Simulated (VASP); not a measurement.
# MgO (Fm-3m) in VASP: notebook

MgO is run at these levels: PBE; tasks: single point.

Everything below comes from runs of VASP 6.6.1. Logs are shortened: lines on timing, memory, paths and dates and some standing lists are left out, and cuts for length are marked.

## 1. The cell of the first run

The structure is cubic, space group Fm-3m (No. 225). Conventional cell: a = 4.391 Å, b = 4.391 Å, c = 4.391 Å, α = 90.00°, β = 90.00°, γ = 90.00°. Within 2.9 Å of Mg (site symmetry m-3m) lie 6 O at 2.20 Å. Within 2.9 Å of O (site symmetry m-3m) lie 6 Mg at 2.20 Å.

## 2. Single point, PBE

Input file INCAR:

```
  ALGO = Normal
  EDIFF = 1E-6
  ENCUT = 840
  GGA = PE
  GGA_COMPAT = F
  ISIF = 2
  ISMEAR = -1
  LASPH = T
  LCHARG = F
  LREAL = F
  LWAVE = F
  NBANDS = 15
  NELM = 120
  PREC = Accurate
  SIGMA = 0.1
```

Input file KPOINTS:

```
k-points
0
Gamma
  7 7 7
```

Input file POSCAR:

```
MgO
1.0
    0.0000000000      2.1957500000      2.1957500000
    2.1957500000      0.0000000000      2.1957500000
    2.1957500000      2.1957500000      0.0000000000
Mg O
1 1
Direct
    0.0000000000      0.0000000000      0.0000000000
    0.5000000000      0.5000000000      0.5000000000
```

Potentials or basis: VASP PAW PBE potentials, release 64 (Mg_sv, O).

Launch:

```
> cat potpaw_PBE.64/Mg_sv/POTCAR potpaw_PBE.64/O/POTCAR > POTCAR
> mpirun -np 1 vasp_std > vasp.out
```

OUTCAR:

```text
EDIFF = 1E-6
   ENCUT = 840
   GGA = PE
   ISIF = 2
   ISMEAR = -1
   LASPH = T
   LREAL = F
   NELM = 120
   PREC = Accurate

 ion  position               nearest neighbor table
   1  0.000  0.000  0.000-
   2  0.500  0.500  0.500-

  LATTYP: Found a face centered cubic cell.
 ALAT       =     4.3915000000

  Lattice vectors:

 A1 = (   0.0000000000,   2.1957500000,   2.1957500000)
 A2 = (   2.1957500000,   0.0000000000,   2.1957500000)
 A3 = (   2.1957500000,   2.1957500000,   0.0000000000)

Analysis of symmetry for initial positions (statically):
=====================================================================
 Subroutine PRICEL returns:
 Original cell was already a primitive cell.

 Routine SETGRP: Setting up the symmetry group for a
 face centered cubic supercell.

 Subroutine GETGRP returns: Found 48 space group operations
 (whereof 48 operations were pure point group operations)
 out of a pool of 48 trial point group operations.

The static configuration has the point symmetry O_h .

Analysis of symmetry for dynamics (positions and initial velocities):
=====================================================================
 Subroutine PRICEL returns:
 Original cell was already a primitive cell.

 Routine SETGRP: Setting up the symmetry group for a
 face centered cubic supercell.

 Subroutine GETGRP returns: Found 48 space group operations
 (whereof 48 operations were pure point group operations)
 out of a pool of 48 trial point group operations.

The dynamic configuration has the point symmetry O_h .

 Subroutine INISYM returns: Found 48 space group operations
 (whereof 48 operations are pure point group operations),
 and found     1 'primitive' translations

----------------------------------------------------------------------------------------

                                     Primitive cell

  volume of cell :      21.1728

  direct lattice vectors                    reciprocal lattice vectors
     0.000000000  2.195750000  2.195750000    -0.227712627  0.227712627  0.227712627
     2.195750000  0.000000000  2.195750000     0.227712627 -0.227712627  0.227712627
     2.195750000  2.195750000  0.000000000     0.227712627  0.227712627 -0.227712627

  length of vectors
     3.105259430  3.105259430  3.105259430     0.394409839  0.394409839  0.394409839

  position of ions in fractional coordinates (direct lattice)
     0.000000000  0.000000000  0.000000000
     0.500000000  0.500000000  0.500000000

  ion indices of the primitive-cell ions
   primitive index   ion index
                 1           1
                 2           2

----------------------------------------------------------------------------------------

 KPOINTS: k-points

Automatic generation of k-mesh.
 Grid dimensions read from file:
 generate k-points for:    7    7    7

 Generating k-lattice:

  Cartesian coordinates                     Fractional coordinates (reciprocal lattice)
    -0.032530375  0.032530375  0.032530375     0.142857143  0.000000000  0.000000000
     0.032530375 -0.032530375  0.032530375     0.000000000  0.142857143  0.000000000
     0.032530375  0.032530375 -0.032530375     0.000000000  0.000000000  0.142857143

  Length of vectors
     0.056344263  0.056344263  0.056344263

  Shift w.r.t. Gamma in fractional coordinates (k-lattice)
     0.000000000  0.000000000  0.000000000

 Subroutine IBZKPT returns following result:
 ===========================================

 Found     20 irreducible k-points:

 Following reciprocal coordinates:
            Coordinates               Weight
  0.000000  0.000000  0.000000      1.000000
  0.142857  0.000000  0.000000      8.000000
  0.285714  0.000000  0.000000      8.000000
  0.428571  0.000000  0.000000      8.000000
  0.142857  0.142857  0.000000      6.000000
  0.285714  0.142857  0.000000     24.000000
[... 12 lines left out ...]
 -0.428571  0.428571  0.142857     24.000000
 -0.285714  0.428571  0.142857     24.000000
   k-points           NKPTS =     20   k-points in BZ     NKDIM =     20   number of bands    NBANDS=     15
   number of dos      NEDOS =    301   number of ions     NIONS =      2
   total plane-waves  NPLWV =  27000
   dimension x,y,z NGX =    30 NGY =   30 NGZ =   30
   dimension x,y,z NGXF=    60 NGYF=   60 NGZF=   60
   ions per type =               1   1
   NGX,Y,Z   is equivalent  to a cutoff of  16.06, 16.06, 16.06 a.u.
   NGXF,Y,Z  is equivalent  to a cutoff of  32.12, 32.12, 32.12 a.u.
 SYSTEM =  unknown system
   PREC   = accura    normal or accurate (medium, high low for compatibility)
   ISTART =      0    job   : 0-new  1-cont  2-samecut
   ICHARG =      2    charge: 1-file 2-atom 10-const
   ISPIN  =      1    spin polarized calculation?
   LNONCOLLINEAR =      F non collinear calculations
   LSORBIT =      F    spin-orbit coupling
   LASPH  =      T    aspherical Exc in radial PAW
   ENCUT  =  840.0 eV  61.74 Ry    7.86 a.u.   7.34  7.34  7.34*2*pi/ulx,y,z
   NELM   =    120;   NELMIN=  2; NELMDL= -5     # of ELM steps
   EDIFF  = 0.1E-05   stopping-criterion for ELM
   LREAL  =      F    real-space projection
   EDIFFG = 0.1E-04   stopping-criterion for IOM
   NSW    =      0    number of steps for IOM
   IBRION =     -1    ionic relax: 0-MD 1-quasi-New 2-CG
   NFREE  =      0    steps in history (QN), initial steepest desc. (CG)
   ISIF   =      2    stress and relaxation
   ISYM   =      2    0-nonsym 1-usesym 2-fastsym
   POTIM  = 0.5000    time-step for ionic-motion
   TEBEG  =    0.0;   TEEND  =   0.0 temperature during run
   PSTRESS=    0.0 pullay stress
   NELECT =      16.0000    total number of electrons
   NUPDOWN=      -1.0000    fix difference up-down
   EMIN   =  10.00;   EMAX   =-10.00  energy-range for DOS
   EFERMI =   0.00;   METHOD = LEGACY
   ISMEAR =    -1;   SIGMA  =   0.10  broadening in eV -4-tet -1-fermi 0-gaus
   EFERMI_NEDOS =   21; number of points for ismear=-14 and -15
   IALGO  =     38    algorithm
   IMIX   =      4    mixing-type and parameters
     AMIX     =   0.40;   BMIX     =  1.00
     AMIX_MAG =   1.60;   BMIX_MAG =  1.00
  volume/ion in A,a.u.               =      10.59        71.44
  Fermi-wavevector in a.u.,A,eV,Ry     =   1.491152  2.817869 30.253023  2.223534
  Thomas-Fermi vector in A             =   2.603843
   LORBIT       =      0    0 simple, 1 ext, 2 COOP (PROOUT), +10 PAW based schemes
   GGA     = PE    functional components
   LHFCALC =     F    Hartree Fock is set to
   AEXX    =    0.0000 exact exchange contribution
   IVDW    =     0    specifies the selected vdW correction
   LEPSILON=     F    determine dielectric tensor
   LRPA    =     F    only Hartree local field effects (RPA)
 non-spin polarized calculation
  energy-cutoff  :      840.00
  volume of cell :       21.17
 maximum number of plane-waves:      1211
 NGX is ok and might be reduce to    30
   NGX = 15   NGY = 15   NGZ = 15

 number of electron      16.0000008 magnetization

 Free energy of the ion-electron system (eV)
  ---------------------------------------------------
  ext. energy  EPLUGINS =         0.00000000
  ---------------------------------------------------
  free energy    TOTEN  =       -11.81377773 eV

  energy without entropy =      -11.81377772  energy(sigma->0) =      -11.81377773

 E-fermi :   4.0137     XC(G=0): -10.7779

 val. band max:        2.0751205060   @ k =   0.0000   0.0000   0.0000
 cond. band min:       5.6927086016   @ k =   0.0000   0.0000   0.0000
 fundamental gap:      3.6175880955
 Fermi energy:         4.0136800017

 k-point     1 :       0.0000    0.0000    0.0000
  band No.  band energies     occupation
      1     -70.6529      2.00000
      2     -37.3895      2.00000
      3     -37.3895      2.00000
      4     -37.3895      2.00000
      5     -14.5857      2.00000
      6       2.0751      2.00000
      7       2.0751      2.00000
      8       2.0751      2.00000
      9       5.6927      0.00000
     10      17.1647      0.00000
     11      17.1647      0.00000
     12      17.1647      0.00000
     13      20.7612      0.00000
     14      22.4042      0.00000
     15      22.4042      0.00000

 k-point     2 :       0.1429    0.0000    0.0000
  band No.  band energies     occupation
      1     -70.6518      2.00000
      2     -37.3991      2.00000
      3     -37.3905      2.00000
      4     -37.3905      2.00000
      5     -14.4145      2.00000
      6       0.9511      2.00000
      7       1.9690      2.00000
      8       1.9690      2.00000
      9       6.8342      0.00000
     10      15.2301      0.00000
     11      17.5158      0.00000
     12      17.5158      0.00000
     13      21.0804      0.00000
     14      21.0804      0.00000
     15      22.5574      0.00000

 k-point     3 :       0.2857    0.0000    0.0000
  band No.  band energies     occupation
      1     -70.6496      2.00000
      2     -37.4207      2.00000
      3     -37.3929      2.00000
      4     -37.3929      2.00000
      5     -14.0002      2.00000
      6      -0.7531      2.00000
      7       1.7422      2.00000
      8       1.7422      2.00000
      9       8.4383      0.00000
     10      13.5900      0.00000
     11      17.6341      0.00000
     12      17.6341      0.00000
     13      21.1371      0.00000
     14      21.1371      0.00000
     15      21.9123      0.00000
[... 271 lines left out ...]
 k-point    19 :      -0.4286    0.4286    0.1429
  band No.  band energies     occupation
      1     -70.6466      2.00000
      2     -37.4282      2.00000
      3     -37.4111      2.00000
      4     -37.4060      2.00000
      5     -13.4046      2.00000
      6      -1.1551      2.00000
      7       0.3710      2.00000
      8       0.7853      2.00000
      9      11.6629      0.00000
     10      11.9637      0.00000
     11      13.6404      0.00000
     12      17.5318      0.00000
     13      20.1081      0.00000
     14      25.0814      0.00000
     15      26.8459      0.00000

 k-point    20 :      -0.2857    0.4286    0.1429
  band No.  band energies     occupation
      1     -70.6465      2.00000
      2     -37.4221      2.00000
      3     -37.4202      2.00000
      4     -37.4050      2.00000
      5     -13.3609      2.00000
      6      -0.6589      2.00000
      7      -0.4959      2.00000
      8       0.8131      2.00000
      9      12.2426      0.00000
     10      12.8461      0.00000
     11      13.1668      0.00000
     12      16.7058      0.00000
     13      21.0610      0.00000
     14      23.3702      0.00000
     15      26.9085      0.00000

------------------------ aborting loop because EDIFF is reached ----------------------------------------

  FORCE on cell =-STRESS in cart. coord.  units (eV):
  Direction    XX          YY          ZZ          XY          YZ          ZX
  --------------------------------------------------------------------------------------
  -------------------------------------------------------------------------------------
  Total       -1.5611289     -1.5611289     -1.5611289      0.0000000      0.0000000      0.0000000
  in kB     -118.1328492   -118.1328492   -118.1328492      0.0000000      0.0000000      0.0000000
  external PRESSURE =    -118.1328492 kB  Pullay stress =       0.0000000 kB

 VOLUME and BASIS-vectors are now :
 -----------------------------------------------------------------------------
  energy-cutoff  :      840.00
  volume of cell :       21.17
      direct lattice vectors                 reciprocal lattice vectors
     0.000000000  2.195750000  2.195750000    -0.227712627  0.227712627  0.227712627
     2.195750000  0.000000000  2.195750000     0.227712627 -0.227712627  0.227712627
     2.195750000  2.195750000  0.000000000     0.227712627  0.227712627 -0.227712627

 POSITION                                       TOTAL-FORCE (eV/Angst)
 -----------------------------------------------------------------------------------
      0.00000      0.00000      0.00000        -0.000000     -0.000000     -0.000000
      2.19575      2.19575      2.19575         0.000000      0.000000      0.000000
 -----------------------------------------------------------------------------------
    total drift:                                0.000000      0.000000      0.000000

  FREE ENERGIE OF THE ION-ELECTRON SYSTEM (eV)
  ---------------------------------------------------
  free  energy   TOTEN  =       -11.8137777259 eV

  energy  without entropy=      -11.8137777247  energy(sigma->0) =      -11.81377773
```

It took 16 s on 1 thread of AMD EPYC 7R43 (Zen 3), shared host; peak memory 0.13 GiB.

What came out:

| Item | Value |
| --- | --- |
| Free energy | -11.8138 eV |
| Pressure | -11.8 GPa |
| Band gap on the k mesh | 3.62 eV |

Levels at points of the mesh, in eV from the valence-band top:
| k point | band 4 | band 5 | band 6 | band 7 | band 8 | band 9 | band 10 | band 11 | band 12 | band 13 |
| --- | --- | --- | --- | --- | --- | --- | --- | --- | --- | --- |
| (0.00, 0.00, 0.00) | -39.46 | -16.66 | 0.00 | 0.00 | 0.00 | 3.62 | 15.09 | 15.09 | 15.09 | 18.69 |

Caveat: the cell stands under tension. A hybrid or GW would open this gap; PBE tends to underestimate it.

(Continued in part 2 of 2.)
